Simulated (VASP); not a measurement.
Write the native input for VASP 6.6.1 that does the following.

```
Task                   : single point
Functional             : PBE
Potentials or basis    : VASP PAW PBE potentials, release 64 (H)
Cutoff                 : 520 eV
k mesh                 : 6 × 6 × 6
Occupations            : gaussian, width 0.05 eV
Spin                   : no spin polarisation
Dipole correction      : no
Further INCAR settings : ALGO = Normal; EDIFF = 1e-06; NBANDS = 14
```

The structure of H lies in POSCAR:

```
H
1.0
    3.7097352756     -3.7097352756      0.0000000000
    3.7097352756      3.7097352756      0.0000000000
   -3.7097352756      0.0000000000      4.5711281958
H
8
Direct
    0.4649733664      0.4449237193      0.9082493008
    0.2068354173      0.6906701973      0.4016653618
    0.9538079905      0.9566677515      0.9218388103
    0.7112794215      0.2310088187      0.4234234113
    0.0459157279      0.0565285735      0.0862666997
    0.8058698438      0.2954963059      0.5972596730
    0.5290338360      0.5345744855      0.0685682983
    0.2822843967      0.7901301484      0.5927284449
```

This cell differs from its parent crystal: atoms moved at random.

These files were run (other wordings do the same):

INCAR

```
PREC = Accurate
ENCUT = 520
EDIFF = 1E-6
ISMEAR = 0
SIGMA = 0.05
LREAL = False
LASPH = True
NELM = 60
ALGO = Normal
ISIF = 2
LWAVE = False
LCHARG = False
GGA = PE
NBANDS = 14
```

KPOINTS

```
regular mesh
0
Gamma
  6 6 6
```

Potentials or basis: VASP PAW PBE potentials, release 64 (H).

Command:

```console
$ cat potpaw_PBE.64/H/POTCAR > POTCAR
$ mpirun -np 1 vasp_std > vasp.out
```

Results of the run:

- Pressure: -1.7 GPa
- Largest force: 3.017 eV/Å
- Band gap on the k mesh: 8.53 eV

Caveat: the cell differs from its parent crystal (atoms moved at random); forces of over 1 eV/Å act on the atoms, so gaps and moduli don't describe the material at rest.

It took 3.7 min on 1 thread of Intel Xeon 8259CL, on a shared host, peak memory 0.33 GiB.
